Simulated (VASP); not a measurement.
Wanted: the native input for a VASP 6.6.1 run.

- Task: relaxation of cell and atoms
- Functional: PBE
- Potentials or basis: VASP PAW PBE potentials, release 64 (Ti_sv, Al)
- Cutoff: 600 eV
- k mesh: 10 × 10 × 10
- Occupations: gaussian, width 0.1 eV
- Spin: no spin polarisation
- Target pressure: 12 GPa
- Dipole correction: no
- Further INCAR settings: ALGO = Normal; EDIFF = 1e-06; IBRION = 2; EDIFFG = -0.008; NSW = 70; ISIF = 3

The structure of TiAl3 lies in POSCAR:

```
TiAl3
1.0
    3.8547878362      0.0000000000      0.0000000000
    0.0000000000      3.8547878362      0.0000000000
    0.0000000000      0.0000000000      3.8547878362
Ti Al
1 3
Direct
    0.0000000000      0.0000000000      0.0000000000
    0.5000000000      0.5000000000      0.0000000000
    0.5000000000      0.0000000000      0.5000000000
    0.0000000000      0.5000000000      0.5000000000
```

The input as run:

INCAR

```
SYSTEM = TiAl3
ALGO = Normal ; EDIFF = 1E-6
EDIFFG = -0.008 ; ENCUT = 600
GGA = PE ; IBRION = 2
ISIF = 3 ; ISMEAR = 0
LASPH = .True. ; LCHARG = .False.
LREAL = .False. ; LWAVE = .False.
NELM = 80 ; NSW = 70
PREC = Accurate ; PSTRESS = 120.0
SIGMA = 0.1
```

KPOINTS

```
k-points
0
Gamma
  10 10 10
  0 0 0
```

Potentials or basis: VASP PAW PBE potentials, release 64 (Ti_sv, Al).

Run with:

```console
$ cat potpaw_PBE.64/Ti_sv/POTCAR potpaw_PBE.64/Al/POTCAR > POTCAR
$ mpirun -np 1 vasp_std > vasp.out
```

Results of the run:

```json
{"Relaxed volume": "14.35 Å³/atom", "Relaxed cell": "a = 3.857 Å, b = 3.857 Å, c = 3.857 Å, α = 90.00°, β = 90.00°, γ = 90.00°", "Space group after relaxing (to 0.1 Å)": "Pm-3m (No. 221)", "Energy change on relaxing (the run minimises the enthalpy)": "-2.1 meV/atom", "Ionic steps": "3", "Pressure after relaxing": "12.0 GPa", "Band gap on the k mesh": "zero (an odd number of electrons rules out a gap without spin polarisation)"}
```

Caveat: the cell is relaxed towards a set pressure, so the run minimises the enthalpy, not the energy.

It took 110 s on 1 thread of Intel Xeon 8259CL (shared host), peak memory 0.22 GiB.
